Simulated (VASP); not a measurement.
# InAs in VASP: single point with PBEsol

Aim: the single point of InAs with PBEsol.

All numbers are computed with VASP 6.6.1; they aren't measurements. Logs are shortened: lines on timing, memory, paths and dates and some standing lists are left out, and cuts for length are marked.

## 1. The cell of the first run

The cell holds a slab with vacuum, 18 atoms: a = 4.304 Å, b = 10.544 Å, c = 24.941 Å, α = 90.00°, β = 90.00°, γ = 90.00°.

## 2. Single point, PBEsol

Contents of INCAR:

```
SYSTEM = InAs
PREC = Accurate
ENCUT = 520
EDIFF = 1E-6
ISMEAR = 0
SIGMA = 0.1
LREAL = Auto
LASPH = .TRUE.
NELM = 80
ALGO = Fast
ISIF = 2
LWAVE = .FALSE.
LCHARG = .FALSE.
LDIPOL = .TRUE.
IDIPOL = 3
DIPOL = 0.5 0.5 0.500
GGA = PS
NBANDS = 96
```

Contents of KPOINTS:

```
regular mesh
0
G
  8 4 1
  0 0 0
```

Contents of POSCAR:

```
InAs
1.0
    4.3044884355      0.0000000000      0.0000000000
    0.0000000000     10.5438002708      0.0000000000
    0.0000000000      0.0000000000     24.9407902280
In As
9 9
Direct
    0.5000000000      0.6004048328      0.3439430544
    0.0000000000      0.3264735823      0.3419921529
    0.5000000000      0.0389718317      0.3933263409
    0.0000000000      0.6759784108      0.4587778720
    0.5000000000      0.3445803629      0.4947701734
    0.0000000000      0.0064263291      0.5479489942
    0.5000000000      0.6890215452      0.6132578670
    0.0000000000      0.3182629083      0.6248004109
    0.5000000000     -0.0447778178      0.6833394095
    0.5000000000      0.4105347421      0.2858975648
    0.0000000000      0.0789687217      0.3361748664
    0.5000000000      0.7781768328      0.4117749480
    0.0000000000      0.4265980999      0.4434475731
    0.5000000000      0.0931869760      0.4985386676
    0.0000000000      0.7569346235      0.5575205679
    0.5000000000      0.4368823839      0.5961273237
    0.0000000000      0.0824886096      0.6528483671
    0.5000000000      0.7308870252      0.7155138462
```

Potentials or basis: VASP PAW PBE potentials, release 64 (In_d, As).

Command:

```
$ cat potpaw_PBE.64/In_d/POTCAR potpaw_PBE.64/As/POTCAR > POTCAR
$ mpirun -np 1 vasp_std > vasp.out
```

OUTCAR:

```text
SYSTEM = InAs
   PREC = Accurate
   ENCUT = 520
   EDIFF = 1E-6
   ISMEAR = 0
   LREAL = Auto
   LASPH = .TRUE.
   NELM = 80
   ISIF = 2
   GGA = PS

 ion  position               nearest neighbor table
   1  0.500  0.600  0.344-  10 2.47  12 2.52   2 3.60   2 3.60   4 3.67   4 3.67
   2  0.000  0.326  0.342-  11 2.61  10 2.72  10 2.72  13 2.74   1 3.60   1 3.60   3 3.93   3 3.93

   3  0.500  0.039  0.393-  11 2.62  11 2.62  14 2.69  12 2.79   2 3.93   2 3.93
   4  0.000  0.676  0.459-  15 2.61  13 2.66  12 2.68  12 2.68   1 3.67   1 3.67
   5  0.500  0.345  0.495-  13 2.65  13 2.65  14 2.65  16 2.71   8 3.90   8 3.90
   6  0.000  0.006  0.548-  15 2.64  14 2.64  14 2.64  17 2.74   8 3.81
   7  0.500  0.689  0.613-  18 2.59  15 2.66  15 2.66  16 2.69   9 3.31
   8  0.000  0.318  0.625-  17 2.58  16 2.59  16 2.59   6 3.81   5 3.90   5 3.90
   9  0.500  0.955  0.683-  18 2.50  17 2.65  17 2.65   7 3.31
  10  0.500  0.411  0.286-   1 2.47   2 2.72   2 2.72
  11  0.000  0.079  0.336-   2 2.61   3 2.62   3 2.62
  12  0.500  0.778  0.412-   1 2.52   4 2.68   4 2.68   3 2.79
  13  0.000  0.427  0.443-   5 2.65   5 2.65   4 2.66   2 2.74
  14  0.500  0.093  0.499-   6 2.64   6 2.64   5 2.65   3 2.69
  15  0.000  0.757  0.558-   4 2.61   6 2.64   7 2.66   7 2.66
  16  0.500  0.437  0.596-   8 2.59   8 2.59   7 2.69   5 2.71
  17  0.000  0.082  0.653-   8 2.58   9 2.65   9 2.65   6 2.74
  18  0.500  0.731  0.716-   9 2.50   7 2.59

  LATTYP: Found a simple orthorhombic cell.
 ALAT       =     4.3044884355
 B/A-ratio  =     2.4494897428
 C/A-ratio  =     5.7941357264

  Lattice vectors:

 A1 = (   4.3044884355,   0.0000000000,   0.0000000000)
 A2 = (   0.0000000000,  10.5438002708,   0.0000000000)
 A3 = (   0.0000000000,   0.0000000000,  24.9407902280)

Analysis of symmetry for initial positions (statically):
=====================================================================
 Subroutine PRICEL returns:
 Original cell was already a primitive cell.

 Routine SETGRP: Setting up the symmetry group for a
 simple orthorhombic supercell.

 Subroutine GETGRP returns: Found  2 space group operations
 (whereof  2 operations were pure point group operations)
 out of a pool of  8 trial point group operations.

The static configuration has the point symmetry C_1h.

Analysis of symmetry for dynamics (positions and initial velocities):
=====================================================================
 Subroutine PRICEL returns:
 Original cell was already a primitive cell.

 Routine SETGRP: Setting up the symmetry group for a
 simple orthorhombic supercell.

 Subroutine GETGRP returns: Found  2 space group operations
 (whereof  2 operations were pure point group operations)
 out of a pool of  8 trial point group operations.

The dynamic configuration has the point symmetry C_1h.

 Subroutine INISYM returns: Found  2 space group operations
 (whereof  2 operations are pure point group operations),
 and found     1 'primitive' translations

----------------------------------------------------------------------------------------

                                     Primitive cell

  volume of cell :    1131.9544

  direct lattice vectors                    reciprocal lattice vectors
     4.304488435  0.000000000  0.000000000     0.232315643  0.000000000  0.000000000
     0.000000000 10.543800271  0.000000000     0.000000000  0.094842464  0.000000000
     0.000000000  0.000000000 24.940790228     0.000000000  0.000000000  0.040094961

  length of vectors
     4.304488435 10.543800271 24.940790228     0.232315643  0.094842464  0.040094961

  position of ions in fractional coordinates (direct lattice)
     0.500000000  0.600404833  0.343943054
     0.000000000  0.326473582  0.341992153
     0.500000000  0.038971832  0.393326341
     0.000000000  0.675978411  0.458777872
     0.500000000  0.344580363  0.494770173
     0.000000000  0.006426329  0.547948994
[... 10 lines left out ...]
     0.000000000  0.082488610  0.652848367
     0.500000000  0.730887025  0.715513846

  ion indices of the primitive-cell ions
   primitive index   ion index
                 1           1
                 2           2
                 3           3
                 4           4
                 5           5
                 6           6
[... 10 lines left out ...]
                17          17
                18          18

----------------------------------------------------------------------------------------

 KPOINTS: regular mesh

Automatic generation of k-mesh.
 Grid dimensions read from file:
 generate k-points for:    8    4    1

 Generating k-lattice:

  Cartesian coordinates                     Fractional coordinates (reciprocal lattice)
     0.029039455  0.000000000  0.000000000     0.125000000  0.000000000  0.000000000
     0.000000000  0.023710616  0.000000000     0.000000000  0.250000000  0.000000000
     0.000000000  0.000000000  0.040094961     0.000000000  0.000000000  1.000000000

  Length of vectors
     0.029039455  0.023710616  0.040094961

  Shift w.r.t. Gamma in fractional coordinates (k-lattice)
     0.000000000  0.000000000  0.000000000

 Subroutine IBZKPT returns following result:
 ===========================================

 Found     15 irreducible k-points:

 Following reciprocal coordinates:
            Coordinates               Weight
  0.000000  0.000000  0.000000      1.000000
  0.125000  0.000000  0.000000      2.000000
  0.250000  0.000000  0.000000      2.000000
  0.375000  0.000000  0.000000      2.000000
  0.500000  0.000000  0.000000      1.000000
  0.000000  0.250000  0.000000      2.000000
  0.125000  0.250000  0.000000      4.000000
  0.250000  0.250000  0.000000      4.000000
  0.375000  0.250000  0.000000      4.000000
  0.500000  0.250000  0.000000      2.000000
  0.000000  0.500000  0.000000      1.000000
  0.125000  0.500000  0.000000      2.000000
  0.250000  0.500000  0.000000      2.000000
  0.375000  0.500000  0.000000      2.000000
  0.500000  0.500000  0.000000      1.000000
   k-points           NKPTS =     15   k-points in BZ     NKDIM =     15   number of bands    NBANDS=     96
   number of dos      NEDOS =    301   number of ions     NIONS =     18
   total plane-waves  NPLWV = 491520
   dimension x,y,z NGX =    32 NGY =   80 NGZ =  192
   dimension x,y,z NGXF=    64 NGYF=  160 NGZF=  384
   ions per type =               9   9
   NGX,Y,Z   is equivalent  to a cutoff of  12.36, 12.61, 12.80 a.u.
   NGXF,Y,Z  is equivalent  to a cutoff of  24.72, 25.23, 25.60 a.u.
 SYSTEM =  InAs
   PREC   = accura    normal or accurate (medium, high low for compatibility)
   ISTART =      0    job   : 0-new  1-cont  2-samecut
   ICHARG =      2    charge: 1-file 2-atom 10-const
   ISPIN  =      1    spin polarized calculation?
   LNONCOLLINEAR =      F non collinear calculations
   LSORBIT =      F    spin-orbit coupling
   LASPH  =      T    aspherical Exc in radial PAW
   ENCUT  =  520.0 eV  38.22 Ry    6.18 a.u.   8.00 19.60 46.37*2*pi/ulx,y,z
   NELM   =     80;   NELMIN=  2; NELMDL= -5     # of ELM steps
   EDIFF  = 0.1E-05   stopping-criterion for ELM
   LREAL  =      T    real-space projection
   EDIFFG = 0.1E-04   stopping-criterion for IOM
   NSW    =      0    number of steps for IOM
[... 5 lines left out ...]
   TEBEG  =    0.0;   TEEND  =   0.0 temperature during run
   PSTRESS=    0.0 pullay stress
   NELECT =     162.0000    total number of electrons
   NUPDOWN=      -1.0000    fix difference up-down
   EMIN   =  10.00;   EMAX   =-10.00  energy-range for DOS
   EFERMI =   0.00;   METHOD = LEGACY
   ISMEAR =     0;   SIGMA  =   0.10  broadening in eV -4-tet -1-fermi 0-gaus
   EFERMI_NEDOS =   21; number of points for ismear=-14 and -15
   IALGO  =     68    algorithm
   IMIX   =      4    mixing-type and parameters
     AMIX     =   0.40;   BMIX     =  1.00
     AMIX_MAG =   1.60;   BMIX_MAG =  1.00
  volume/ion in A,a.u.               =      62.89       424.38
  Fermi-wavevector in a.u.,A,eV,Ry     =   0.856322  1.618213  9.976969  0.733287
  Thomas-Fermi vector in A             =   1.973206
   LORBIT       =      0    0 simple, 1 ext, 2 COOP (PROOUT), +10 PAW based schemes
   GGA     = PS    functional components
   LHFCALC =     F    Hartree Fock is set to
   AEXX    =    0.0000 exact exchange contribution
   IVDW    =     0    specifies the selected vdW correction
   LEPSILON=     F    determine dielectric tensor
   LRPA    =     F    only Hartree local field effects (RPA)
 non-spin polarized calculation
 RMM-DIIS sequential band-by-band and
 Gauss-broadening in eV      SIGMA  =   0.10
  energy-cutoff  :      520.00
  volume of cell :     1131.95
 maximum number of plane-waves:     30616
   NGX = 17   NGY = 39   NGZ = 93

 dipolmoment           0.000000      0.000000      0.029008 electrons x Angstroem

 number of electron     162.0000028 magnetization

 dipolmoment           0.000000      0.000000     -0.070063 electrons x Angstroem

 Free energy of the ion-electron system (eV)
  ---------------------------------------------------
  ext. energy  EPLUGINS =         0.00000000
  ---------------------------------------------------
  free energy    TOTEN  =       -71.71533383 eV

  energy without entropy =      -71.70196700  energy(sigma->0) =      -71.70865042

 E-fermi :  -0.0962     XC(G=0):  -4.6548

 val. band max:       -0.1303825216   @ k =   0.5000   0.0000   0.0000
 cond. band min:      -0.0474254008   @ k =   0.5000   0.2500   0.0000
 fundamental gap:      0.0829571207
 Fermi energy:        -0.0962101792

 k-point     1 :       0.0000    0.0000    0.0000
  band No.  band energies     occupation
      1     -15.8632      2.00000
      2     -15.7033      2.00000
      3     -15.6531      2.00000
      4     -15.6392      2.00000
      5     -15.6154      2.00000
      6     -15.5616      2.00000
[... 85 lines left out ...]
     92       1.9301      0.00000
     93       2.2215      0.00000

 k-point     2 :       0.1250    0.0000    0.0000
  band No.  band energies     occupation
      1     -15.8630      2.00000
      2     -15.6986      2.00000
      3     -15.6496      2.00000
      4     -15.6408      2.00000
      5     -15.6162      2.00000
      6     -15.5632      2.00000
[... 1237 lines left out ...]
     92       2.0282      0.00000
     93       2.2860      0.00000

 k-point    15 :       0.5000    0.5000    0.0000
  band No.  band energies     occupation
      1     -15.8625      2.00000
      2     -15.6646      2.00000
      3     -15.6594      2.00000
      4     -15.6504      2.00000
      5     -15.6289      2.00000
      6     -15.5706      2.00000
[... 85 lines left out ...]
     92       2.0278      0.00000
     93       2.1964      0.00000
 [bands above 93 left out]

------------------------ aborting loop because EDIFF is reached ----------------------------------------

 vacuum level on the upper side and lower side of the slab       (xc-potential included)        -0.187         0.080

  FORCE on cell =-STRESS in cart. coord.  units (eV):
  Direction    XX          YY          ZZ          XY          YZ          ZX
  --------------------------------------------------------------------------------------
  -------------------------------------------------------------------------------------
  Total       -1.6153822     -0.3601165      0.2094643      0.0000000      0.0026644      0.0000000
  in kB       -2.2864249     -0.5097118      0.2964775      0.0000000      0.0037712      0.0000000
  external PRESSURE =      -0.8332198 kB  Pullay stress =       0.0000000 kB

 VOLUME and BASIS-vectors are now :
 -----------------------------------------------------------------------------
  energy-cutoff  :      520.00
  volume of cell :     1131.95
      direct lattice vectors                 reciprocal lattice vectors
     4.304488435  0.000000000  0.000000000     0.232315643  0.000000000  0.000000000
     0.000000000 10.543800271  0.000000000     0.000000000  0.094842464  0.000000000
     0.000000000  0.000000000 24.940790228     0.000000000  0.000000000  0.040094961

 POSITION                                       TOTAL-FORCE (eV/Angst)
 -----------------------------------------------------------------------------------
      2.15224      6.33055      8.57821         0.000000      0.004480      0.001378
      0.00000      3.44227      8.52955         0.000000      0.001292     -0.008738
      2.15224      0.41091      9.80987         0.000000      0.015584      0.004640
      0.00000      7.12738     11.44228         0.000000     -0.007873     -0.006802
      2.15224      3.63319     12.33996         0.000000     -0.014312     -0.007523
      0.00000      0.06776     13.66628         0.000000     -0.000661      0.003532
[... 10 lines left out ...]
      0.00000      0.86974     16.28255         0.000000      0.001352      0.008137
      2.15224      7.70633     17.84548         0.000000     -0.016941      0.019098
 -----------------------------------------------------------------------------------
    total drift:                                0.000000      0.017986      0.004244

  FREE ENERGIE OF THE ION-ELECTRON SYSTEM (eV)
  ---------------------------------------------------
  free  energy   TOTEN  =       -71.7153338284 eV

  energy  without entropy=      -71.7019670048  energy(sigma->0) =      -71.70865042

 vacuum level on the upper side and lower side of the slab         3.943         4.224
```

Wall time 74 min (1 thread of Oxide Virtual Turin-like, shared host); peak memory 1.6 GiB.

Results:

```yaml
Free_energy: -71.7153 eV
Largest_force: 0.034 eV/Å
Band_gap_on_the_k_mesh: 0.02 eV (least direct gap 0.40 eV)
```

Forces in eV/Å, atoms in the order of the input:
```
In   0.000  0.004  0.001
In   0.000  0.001 -0.009
In   0.000  0.016  0.005
In   0.000 -0.008 -0.007
In   0.000 -0.014 -0.008
In   0.000 -0.001  0.004
In   0.000  0.010  0.001
In   0.000  0.006 -0.003
In   0.000  0.005  0.008
As   0.000 -0.013 -0.032
As   0.000 -0.011 -0.013
As   0.000  0.029 -0.003
As   0.000 -0.001  0.014
As   0.000 -0.001  0.002
As   0.000 -0.004  0.009
As   0.000 -0.002  0.002
As   0.000  0.001  0.008
As   0.000 -0.017  0.019
```

Levels at points of the mesh, in eV from the valence-band top:
```tsv
k point	band 77	band 78	band 79	band 80	band 81	band 82	band 83	band 84	band 85	band 86
(0.00, 0.00, 0.00)	-1.38	-1.36	-1.00	-0.90	-0.25	0.38	0.39	0.41	0.63	0.76
(0.50, 0.00, 0.00)	-2.01	-1.85	-1.78	-1.29	-1.19	0.02	0.65	0.68	0.89	0.98
(0.00, 0.50, 0.00)	-1.27	-1.22	-1.11	-0.87	-0.08	0.38	0.42	0.48	0.75	0.82
(0.50, 0.50, 0.00)	-1.89	-1.86	-1.74	-1.45	-1.13	0.18	0.30	0.37	1.06	1.20
```

Caveat: the smearing spreads over this small gap; semilocal functionals underestimate gaps, and a narrow one can read as zero; the PAW data sets were made with another functional, which shifts forces and pressure a little; spin-orbit coupling is left out, which moves the levels of the heavy elements.

The gap in the log of VASP goes by the Fermi energy; the results here count the filled bands.